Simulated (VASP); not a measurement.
# C (P6_3/mmc) in VASP: further runs

Runs on C. Level: r2SCAN. Tasks: relaxation of shape and atoms at fixed volume.

Program: VASP 6.6.1. These are calculated values, not measurements. Logs are shortened: lines on timing, memory, paths and dates and some standing lists are left out, and cuts for length are marked.

**1. The cell of the first run**

The structure is hexagonal, space group P6_3/mmc (No. 194). Conventional cell: a = 2.559 Å, b = 2.559 Å, c = 8.442 Å, α = 90.00°, β = 90.00°, γ = 120.00°. Within 2.1 Å of C (site symmetry 3m) lie 4 C at 1.57 Å. Within 2.1 Å of C (site symmetry 3m) lie 4 C at 1.57 to 1.60 Å.

**2. Relaxation of shape and atoms at fixed volume, r2SCAN (5.99 Å³/atom)**

Input file POSCAR:

```
C
1.0
    2.5591849231      0.0000000000      0.0000000000
   -1.2795924616      2.2163191564      0.0000000000
    0.0000000000      0.0000000000      8.4419320968
C
8
Direct
    0.0000000000      0.0000000000      0.0929429500
    0.0000000000      0.0000000000      0.5929429500
    0.0000000000      0.0000000000      0.4070570500
    0.0000000000      0.0000000000      0.9070570500
    0.3333333333      0.6666666667      0.1554526013
    0.6666666667      0.3333333333      0.6554526013
    0.3333333333      0.6666666667      0.3445473987
    0.6666666667      0.3333333333      0.8445473987
```

Input file INCAR.step1:

```
SYSTEM = C
PREC = Accurate
ENCUT = 600
ISMEAR = 0
SIGMA = 0.02
LREAL = .False.
LASPH = .True.
NELM = 80
GGA = PE
ALGO = Normal
EDIFF = 1E-4
LWAVE = .True.
LCHARG = .False.
```

Input file INCAR.step2:

```
SYSTEM = C
PREC = Accurate
ENCUT = 600
EDIFF = 1E-6
ISMEAR = 0
SIGMA = 0.02
LREAL = .False.
LASPH = .True.
NELM = 80
ALGO = Normal
ISIF = 4
LWAVE = .False.
LCHARG = .False.
METAGGA = R2SCAN
LMIXTAU = .True.
IBRION = 2
NSW = 50
EDIFFG = -0.01
ISTART = 1
```

Input file KPOINTS:

```
regular mesh
0
Gamma
  12 12 4
  0 0 0
```

Potentials or basis: VASP PAW PBE potentials, release 64 (C).

Command:

```console
> cat potpaw_PBE.64/C/POTCAR > POTCAR
> cp INCAR.step1 INCAR
> mpirun -np 1 vasp_std > vasp.out
> cp INCAR.step2 INCAR
> mpirun -np 1 vasp_std > vasp.out
```

OUTCAR:

```text
SYSTEM = C
   PREC = Accurate
   ENCUT = 600
   EDIFF = 1E-6
   ISMEAR = 0
   LREAL = .False.
   LASPH = .True.
   NELM = 80
   ISIF = 4
   METAGGA = R2SCAN
   IBRION = 2
   NSW = 50
   EDIFFG = -0.01
   ISTART = 1

 ion  position               nearest neighbor table
   1  0.000  0.000  0.093-   5 1.57   5 1.57   5 1.57   4 1.57
   2  0.000  0.000  0.593-   6 1.57   6 1.57   6 1.57   3 1.57
   3  0.000  0.000  0.407-   7 1.57   7 1.57   7 1.57   2 1.57
   4  0.000  0.000  0.907-   8 1.57   8 1.57   8 1.57   1 1.57
   5  0.333  0.667  0.155-   1 1.57   1 1.57   1 1.57   7 1.60
   6  0.667  0.333  0.655-   2 1.57   2 1.57   2 1.57   8 1.60
   7  0.333  0.667  0.345-   3 1.57   3 1.57   3 1.57   5 1.60
   8  0.667  0.333  0.845-   4 1.57   4 1.57   4 1.57   6 1.60

  LATTYP: Found a hexagonal cell.
 ALAT       =     2.5591849231
 C/A-ratio  =     3.2986799901

  Lattice vectors:

 A1 = (   2.5591849231,   0.0000000000,   0.0000000000)
 A2 = (  -1.2795924616,   2.2163191564,   0.0000000000)
 A3 = (   0.0000000000,   0.0000000000,   8.4419320968)

Analysis of symmetry for initial positions (statically):
=====================================================================
 Subroutine PRICEL returns:
 Original cell was already a primitive cell.

 Routine SETGRP: Setting up the symmetry group for a
 hexagonal supercell.

 Subroutine GETGRP returns: Found 24 space group operations
 (whereof 12 operations were pure point group operations)
 out of a pool of 24 trial point group operations.

The static configuration has the point symmetry D_3d.
 The point group associated with its full space group is D_6h.

Analysis of symmetry for dynamics (positions and initial velocities):
=====================================================================
 Subroutine PRICEL returns:
 Original cell was already a primitive cell.

 Routine SETGRP: Setting up the symmetry group for a
 hexagonal supercell.

 Subroutine GETGRP returns: Found 24 space group operations
 (whereof 12 operations were pure point group operations)
 out of a pool of 24 trial point group operations.

The dynamic configuration has the point symmetry D_3d.
 The point group associated with its full space group is D_6h.

 Subroutine INISYM returns: Found 24 space group operations
 (whereof 12 operations are pure point group operations),
[... 113 lines left out ...]
   NFREE  =      1    steps in history (QN), initial steepest desc. (CG)
   ISIF   =      4    stress and relaxation
   ISYM   =      2    0-nonsym 1-usesym 2-fastsym
   POTIM  = 0.5000    time-step for ionic-motion
   TEBEG  =    0.0;   TEEND  =   0.0 temperature during run
   PSTRESS=    0.0 pullay stress
   NELECT =      32.0000    total number of electrons
   NUPDOWN=      -1.0000    fix difference up-down
   EMIN   =  10.00;   EMAX   =-10.00  energy-range for DOS
   EFERMI =   0.00;   METHOD = LEGACY
   ISMEAR =     0;   SIGMA  =   0.02  broadening in eV -4-tet -1-fermi 0-gaus
   EFERMI_NEDOS =   21; number of points for ismear=-14 and -15
   IALGO  =     38    algorithm
   IMIX   =      4    mixing-type and parameters
     AMIX     =   0.40;   BMIX     =  1.00
     AMIX_MAG =   1.60;   BMIX_MAG =  1.00
  volume/ion in A,a.u.               =       5.99        40.39
  Fermi-wavevector in a.u.,A,eV,Ry     =   1.431307  2.704779 27.873447  2.048641
  Thomas-Fermi vector in A             =   2.551058
   LORBIT       =      0    0 simple, 1 ext, 2 COOP (PROOUT), +10 PAW based schemes
   METAGGA = R2SCAN    functional components
   LHFCALC =     F    Hartree Fock is set to
   AEXX    =    0.0000 exact exchange contribution
   IVDW    =     0    specifies the selected vdW correction
   LEPSILON=     F    determine dielectric tensor
   LRPA    =     F    only Hartree local field effects (RPA)
 conjugate gradient relaxation of ions
 non-spin polarized calculation
 Gauss-broadening in eV      SIGMA  =   0.02
  energy-cutoff  :      600.00
  volume of cell :       47.88
 maximum number of plane-waves:      1618
   NGX = 11   NGY = 11   NGZ = 33

--------------------------------------- Ionic step        1  -------------------------------------------

 number of electron      31.9999999 magnetization

 Free energy of the ion-electron system (eV)
  ---------------------------------------------------
  ext. energy  EPLUGINS =         0.00000000
  ---------------------------------------------------
  free energy    TOTEN  =       -78.38055432 eV

  energy without entropy =      -78.38055432  energy(sigma->0) =      -78.38055432

------------------------ aborting loop because EDIFF is reached ----------------------------------------

  FORCE on cell =-STRESS in cart. coord.  units (eV):
  Direction    XX          YY          ZZ          XY          YZ          ZX
  --------------------------------------------------------------------------------------
  -------------------------------------------------------------------------------------
  Total       -6.9911931     -6.9911931     -6.9835594      0.0000000     -0.0000000     -0.0000000
  in kB     -233.9300743   -233.9300743   -233.6746438      0.0000000     -0.0000000     -0.0000000
  external PRESSURE =    -233.8449308 kB  Pullay stress =       0.0000000 kB
[... 71 lines left out ...]
--------------------------------------- Ionic step        3  -------------------------------------------

 number of electron      31.9999999 magnetization

 Free energy of the ion-electron system (eV)
  ---------------------------------------------------
  ext. energy  EPLUGINS =         0.00000000
  ---------------------------------------------------
  free energy    TOTEN  =       -78.38057383 eV

  energy without entropy =      -78.38057383  energy(sigma->0) =      -78.38057383

 E-fermi :   9.2304     XC(G=0): -13.9621

 val. band max:        9.0616474957   @ k =   0.0000   0.0000   0.0000
 cond. band min:      13.6912761188   @ k =   0.4167  -0.0000   0.0000
 fundamental gap:      4.6296286232
 Fermi energy:         9.2304166993

 k-point     1 :       0.0000    0.0000    0.0000
  band No.  band energies     occupation
      1     -13.0331      2.00000
      2     -11.3906      2.00000
      3     -11.2721      2.00000
      4      -7.5032      2.00000
      5      -4.4998      2.00000
      6       2.0650      2.00000
[... 565 lines left out ...]
     20      16.6790      0.00000
     21      17.1607      0.00000

 [... further k-points ...]

------------------------ aborting loop because EDIFF is reached ----------------------------------------

  FORCE on cell =-STRESS in cart. coord.  units (eV):
  Direction    XX          YY          ZZ          XY          YZ          ZX
  --------------------------------------------------------------------------------------
  -------------------------------------------------------------------------------------
  Total       -6.9884571     -6.9884571     -6.9808504      0.0000000      0.0000000     -0.0000000
  in kB     -233.8385233   -233.8385233   -233.5839986      0.0000000      0.0000000     -0.0000000
  external PRESSURE =    -233.7536817 kB  Pullay stress =       0.0000000 kB
[... 23 lines left out ...]
  FREE ENERGIE OF THE ION-ELECTRON SYSTEM (eV)
  ---------------------------------------------------
  free  energy   TOTEN  =       -78.3805738316 eV

  energy  without entropy=      -78.3805738316  energy(sigma->0) =      -78.38057383

 reached required accuracy - stopping structural energy minimisation
```

Run time: 16 min. Hardware: 1 thread of Oxide Virtual Turin-like, shared host; peak memory 0.17 GiB.

What came out:

* Free energy: -78.3806 eV
* Energy gained by relaxing: 0.0 meV/atom
* Ionic steps: 3
* Pressure after relaxing: -23.4 GPa
* Largest force after relaxing: 0.004 eV/Å
* Band gap on the k mesh: 4.63 eV (least direct gap 5.43 eV)

Forces in eV/Å, atoms in the order of the input:
```
C    0.000  0.000 -0.004
C    0.000  0.000 -0.004
C    0.000  0.000  0.004
C    0.000  0.000  0.004
C    0.000  0.000 -0.001
C    0.000  0.000 -0.001
C    0.000  0.000  0.001
C    0.000  0.000  0.001
```

Final structure:
```xyz
8
Lattice="2.5592 0.0000 0.0000 -1.2796 2.2163 0.0000 0.0000 0.0000 8.4420" Properties=species:S:1:pos:R:3 pbc="T T T"
C     0.0000    0.0000    0.7848
C    -1.2796    2.2163    5.0058
C     0.0000    0.0000    3.4362
C     2.5592    0.0000    7.6572
C     0.0000    1.4775    1.3120
C     1.2796    0.7388    5.5330
C     0.0000    1.4775    2.9090
C     1.2796    0.7388    7.1300
```

Levels at points of the mesh, in eV from the valence-band top:
```tsv
k point	band 12	band 13	band 14	band 15	band 16	band 17	band 18	band 19	band 20	band 21
(0.00, 0.00, 0.00)	-1.75	-1.75	-0.19	0.00	0.00	5.43	5.43	5.57	7.29	7.29
(0.50, 0.00, 0.00)	-5.05	-4.95	-4.74	-3.66	-3.00	4.71	5.63	6.15	6.19	6.60
(0.00, 0.00, 0.50)	-2.65	-0.65	-0.65	-0.65	-0.65	6.21	6.21	6.21	6.21	6.78
(0.50, 0.00, 0.50)	-6.02	-4.75	-4.75	-3.69	-3.69	5.05	5.05	7.18	7.18	7.70
```

Caveat: the PAW data sets were made with another functional, which shifts forces and pressure a little.

**3. Relaxation of shape and atoms at fixed volume, r2SCAN (6.21 Å³/atom)**

This run uses another cell than the first one, of 6.21 Å³/atom.

Input file POSCAR:

```
C
1.0
    2.5909590455      0.0000000000      0.0000000000
   -1.2954795228      2.2438363535      0.0000000000
    0.0000000000      0.0000000000      8.5469451125
C
8
Direct
    0.0000000000      0.0000000000      0.0929462131
    0.0000000000      0.0000000000      0.5929462131
    0.0000000000      0.0000000000      0.4070537869
    0.0000000000      0.0000000000      0.9070537869
    0.3333333333      0.6666666667      0.1553896708
    0.6666666667      0.3333333333      0.6553896708
    0.3333333333      0.6666666667      0.3446103292
    0.6666666667      0.3333333333      0.8446103292
```

Input file INCAR.step1:

```
SYSTEM = C
PREC = Accurate ; ENCUT = 600
ISMEAR = 0 ; SIGMA = 0.02
LREAL = .False. ; LASPH = .True.
NELM = 100 ; GGA = PE
ALGO = Normal ; EDIFF = 1E-4
LWAVE = .True. ; LCHARG = .False.
```

Input file INCAR.step2:

```
SYSTEM = C
PREC = Accurate ; ENCUT = 600
EDIFF = 1E-6 ; ISMEAR = 0
SIGMA = 0.02 ; LREAL = .False.
LASPH = .True. ; NELM = 100
ALGO = Normal ; ISIF = 4
LWAVE = .False. ; LCHARG = .False.
METAGGA = R2SCAN ; LMIXTAU = .True.
IBRION = 2 ; NSW = 50
EDIFFG = -0.01 ; ISTART = 1
```

Input file KPOINTS:

```
Automatic mesh
0
Gamma
  12 12 4
  0 0 0
```

Potentials or basis: VASP PAW PBE potentials, release 64 (C).

Command:

```console
> cat potpaw_PBE.64/C/POTCAR > POTCAR
> cp INCAR.step1 INCAR
> mpirun -np 1 vasp_std > vasp.out
> cp INCAR.step2 INCAR
> mpirun -np 1 vasp_std > vasp.out
```

OUTCAR:

```text
SYSTEM = C
   PREC = Accurate
   ENCUT = 600
   EDIFF = 1E-6
   ISMEAR = 0
   LREAL = .False.
   LASPH = .True.
   NELM = 100
   ISIF = 4
   METAGGA = R2SCAN
   IBRION = 2
   NSW = 50
   EDIFFG = -0.01
   ISTART = 1

 ion  position               nearest neighbor table
   1  0.000  0.000  0.093-   5 1.59   5 1.59   5 1.59   4 1.59
   2  0.000  0.000  0.593-   6 1.59   6 1.59   6 1.59   3 1.59
   3  0.000  0.000  0.407-   7 1.59   7 1.59   7 1.59   2 1.59
   4  0.000  0.000  0.907-   8 1.59   8 1.59   8 1.59   1 1.59
   5  0.333  0.667  0.155-   1 1.59   1 1.59   1 1.59   7 1.62
   6  0.667  0.333  0.655-   2 1.59   2 1.59   2 1.59   8 1.62
   7  0.333  0.667  0.345-   3 1.59   3 1.59   3 1.59   5 1.62
   8  0.667  0.333  0.845-   4 1.59   4 1.59   4 1.59   6 1.62

  LATTYP: Found a hexagonal cell.
 ALAT       =     2.5909590455
 C/A-ratio  =     3.2987573182

  Lattice vectors:

 A1 = (   2.5909590455,   0.0000000000,   0.0000000000)
 A2 = (  -1.2954795228,   2.2438363535,   0.0000000000)
[... 195 lines left out ...]

  FORCE on cell =-STRESS in cart. coord.  units (eV):
  Direction    XX          YY          ZZ          XY          YZ          ZX
  --------------------------------------------------------------------------------------
  -------------------------------------------------------------------------------------
  Total      -11.1177128    -11.1177128    -11.1186026      0.0000000      0.0000000     -0.0000000
  in kB     -358.4787267   -358.4787266   -358.5074179      0.0000000      0.0000000     -0.0000000
  external PRESSURE =    -358.4882904 kB  Pullay stress =       0.0000000 kB
[... 71 lines left out ...]
--------------------------------------- Ionic step        3  -------------------------------------------

 number of electron      31.9999999 magnetization

 Free energy of the ion-electron system (eV)
  ---------------------------------------------------
  ext. energy  EPLUGINS =         0.00000000
  ---------------------------------------------------
  free energy    TOTEN  =       -78.05143959 eV

  energy without entropy =      -78.05143959  energy(sigma->0) =      -78.05143959

 E-fermi :   8.6559     XC(G=0): -13.7628

 val. band max:        8.5382369013   @ k =   0.0000   0.0000   0.0000
 cond. band min:      13.0746288171   @ k =   0.4167   0.0000   0.0000
 fundamental gap:      4.5363919159
 Fermi energy:         8.6558858577

 k-point     1 :       0.0000    0.0000    0.0000
  band No.  band energies     occupation
      1     -13.0559      2.00000
      2     -11.4607      2.00000
      3     -11.3376      2.00000
      4      -7.7284      2.00000
      5      -4.6085      2.00000
      6       1.7270      2.00000
[... 565 lines left out ...]
     20      15.9895      0.00000
     21      16.3969      0.00000

 [... further k-points ...]

------------------------ aborting loop because EDIFF is reached ----------------------------------------

  FORCE on cell =-STRESS in cart. coord.  units (eV):
  Direction    XX          YY          ZZ          XY          YZ          ZX
  --------------------------------------------------------------------------------------
  -------------------------------------------------------------------------------------
  Total      -11.1208084    -11.1208084    -11.1056421      0.0000000      0.0000000      0.0000000
  in kB     -358.5785412   -358.5785412   -358.0895207      0.0000000      0.0000000      0.0000000
  external PRESSURE =    -358.4155344 kB  Pullay stress =       0.0000000 kB
[... 23 lines left out ...]
  FREE ENERGIE OF THE ION-ELECTRON SYSTEM (eV)
  ---------------------------------------------------
  free  energy   TOTEN  =       -78.0514395873 eV

  energy  without entropy=      -78.0514395873  energy(sigma->0) =      -78.05143959

 reached required accuracy - stopping structural energy minimisation
```

Run time: 20 min. Hardware: 1 thread of Oxide Virtual Turin-like, shared host; peak memory 0.19 GiB.

What came out:

```yaml
Free_energy: -78.0514 eV
Energy_gained_by_relaxing: 0.0 meV/atom
Ionic_steps: 3
Pressure_after_relaxing: -35.8 GPa
Largest_force_after_relaxing: 0.005 eV/Å
Band_gap_on_the_k_mesh: 4.54 eV (least direct gap 5.36 eV)
```

Forces in eV/Å, atoms in the order of the input:
```
C    0.000  0.000 -0.005
C    0.000  0.000 -0.005
C    0.000  0.000  0.005
C    0.000  0.000  0.005
C    0.000  0.000 -0.002
C    0.000  0.000 -0.002
C    0.000  0.000  0.002
C    0.000  0.000  0.002
```

Final structure:
```yaml
crystal:
  lattice:
    - [2.59096, 0.00000, 0.00000]
    - [-1.29548, 2.24384, 0.00000]
    - [0.00000, 0.00000, 8.54693]
  atoms:
    - { symbol: C, position: [0.00000, 0.00000, 0.09297] }
    - { symbol: C, position: [0.00000, 0.00000, 0.59297] }
    - { symbol: C, position: [0.00000, 0.00000, 0.40703] }
    - { symbol: C, position: [0.00000, 0.00000, 0.90703] }
    - { symbol: C, position: [0.33333, 0.66667, 0.15533] }
    - { symbol: C, position: [0.66667, 0.33333, 0.65533] }
    - { symbol: C, position: [0.33333, 0.66667, 0.34467] }
    - { symbol: C, position: [0.66667, 0.33333, 0.84467] }
```

Caveat: the PAW data sets were made with another functional, which shifts forces and pressure a little. A k mesh can miss the band edges.
